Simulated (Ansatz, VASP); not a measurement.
One calculation of Cr, two programs

INCAR

```
ALGO     = Normal         # electronic algorithm
EDIFF    = 1E-6           # SCF threshold, eV
EDIFFG   = -0.05          # ionic threshold
ENCUT    = 600            # plane-wave cutoff, eV
GGA      = PS             # functional
IBRION   = 2              # ionic algorithm
ISIF     = 3              # what is computed and relaxed
ISMEAR   = 0              # smearing method
ISPIN    = 2              # spin polarisation
LASPH    = True           # aspherical terms in the spheres
LCHARG   = False          # write CHGCAR
LMAXMIX  = 4              # l up to which the mixer works
LORBIT   = 11             # projections on sites
LREAL    = False          # projectors in reciprocal space
LWAVE    = False          # write WAVECAR
MAGMOM   = 0.95 0.95      # initial moments
NELM     = 150            # most SCF steps
NSW      = 100            # ionic steps
PREC     = Accurate       # precision mode
SIGMA    = 0.1            # smearing width, eV
```

Contents of KPOINTS:

```
k-points
0
Gamma
  12 12 4
```

File POSCAR:

```
Cr
1.0
    2.7140000000      0.0000000000      0.0000000000
   -1.3570000000      2.3503929459      0.0000000000
    0.0000000000      0.0000000000      4.4100000000
Cr
2
Direct
    0.3333333333      0.6666666667      0.2500000000
    0.6666666667      0.3333333333      0.7500000000
```

Input for Ansatz:

```yaml
crystal:
  lattice:
    - [2.714, 0.0, 0.0]
    - [-1.357, 2.3503929459, 0.0]
    - [0.0, 0.0, 4.41]
  atoms:
    - { symbol: Cr, position: [0.3333333333, 0.6666666667, 0.25], spin: 0.95 }
    - { symbol: Cr, position: [0.6666666667, 0.3333333333, 0.75], spin: 0.95 }
basis:
  ecutwfc: 420
kpoints:
  mp_grid: { grid: [12, 12, 4] }
hamiltonian:
  xc: pbesol
scf:
  occupations: { method: gaussian, width: 0.1 }
output:
  forces: true
  stress: true
  eigenvalues: true
  populations: true
magnetization:
  spin_polarized: true
relax:
  adjacent_minimum: "off"
  f_tol: 0.05
  max_steps: 80
  cell: { stress_tol: 0.5 }
```

Alike in both runs: task relaxation of cell and atoms; functional PBEsol; k mesh 12 × 12 × 4; occupations gaussian, width 0.1 eV; collinear spin.

|  | VASP | Ansatz |
| --- | --- | --- |
| version | VASP 6.6.1 | Ansatz 0.2.0 |
| potentials or method | VASP PAW PBE potentials, release 64 (Cr_pv), cutoff 600 eV | scalar-relativistic, plane waves, PAW |
| valence electrons in the cell | 24 | 28 |

```tsv
	VASP	Ansatz	Ansatz less VASP
gap on the k mesh at the Fermi level, each at its own relaxed structure (eV)	none	none	-
net moment per atom (μB)	0.00	0.00	0.000
relaxed volume (Å³/atom)	11.44	11.47	+0.031
relaxed cell length with the largest relative difference (Å)	2.449	2.452	+0.0035
```

VASP's potentials were made for PBE, not for PBEsol. A gap of «none» marks a metal or a gap that the smearing closes. VASP's potentials hold 24 valence electrons a cell and Ansatz's 28, so a difference there can come from the potentials and not from the codes. Ansatz's warnings: seeded moment not kept.

Noted on VASP's run: the volume moved by over 15 % at a fixed basis, so the end points are rough.
